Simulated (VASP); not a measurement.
Set up this calculation in VASP 6.6.1, as the native input.

```yaml
Task: single point
Functional: PBEsol
Potentials_or_basis: VASP PAW PBE potentials, release 64 (Sn_d, O)
Cutoff: 520 eV
k_mesh: 12 × 12 × 12
Occupations: gaussian, width 0.05 eV
Spin: no spin polarisation
Dipole_correction: no
Further_INCAR_settings: ALGO = Normal; EDIFF = 1e-06; NBANDS = 20
```

The structure of SnO2 lies in POSCAR:

```
SnO2
1.0
    1.5519000000      0.8959898828      4.7632000000
   -1.5519000000      0.8959898828      4.7632000000
    0.0000000000     -1.7919797655      4.7632000000
Sn O
1 2
Direct
    0.5000000000      0.5000000000      0.5000000000
    0.2414378084      0.2414378084      0.2414378084
    0.7585621916      0.7585621916      0.7585621916
```

One way to write it, as run:

INCAR

```
SYSTEM = SnO2
PREC = Accurate ; ENCUT = 520
EDIFF = 1E-6 ; ISMEAR = 0
SIGMA = 0.05 ; LREAL = .False.
LASPH = .True. ; NELM = 60
ALGO = Normal ; ISIF = 2
LWAVE = .False. ; LCHARG = .False.
GGA = PS ; NBANDS = 20
```

KPOINTS

```
regular mesh
0
Gamma
  12 12 12
  0 0 0
```

Potentials or basis: VASP PAW PBE potentials, release 64 (Sn_d, O).

The run is started by

```bash
$ cat potpaw_PBE.64/Sn_d/POTCAR potpaw_PBE.64/O/POTCAR > POTCAR
$ mpirun -np 1 vasp_std > vasp.out
```

Results of the run:

The pressure is 6.5 GPa, the largest force is 0.297 eV/Å and the band gap on the k mesh is 2.44 eV (least direct gap 2.57 eV).

Caveat: the cell stands under pressure; the PAW data sets were made with another functional, which shifts forces and pressure a little; spin-orbit coupling is left out, which moves the levels of the heavy elements.

Wall time 110 s on 1 thread of Intel(R) Xeon(R) 6975P-C (Granite Rapids), with other jobs on the host, peak memory 0.33 GiB.
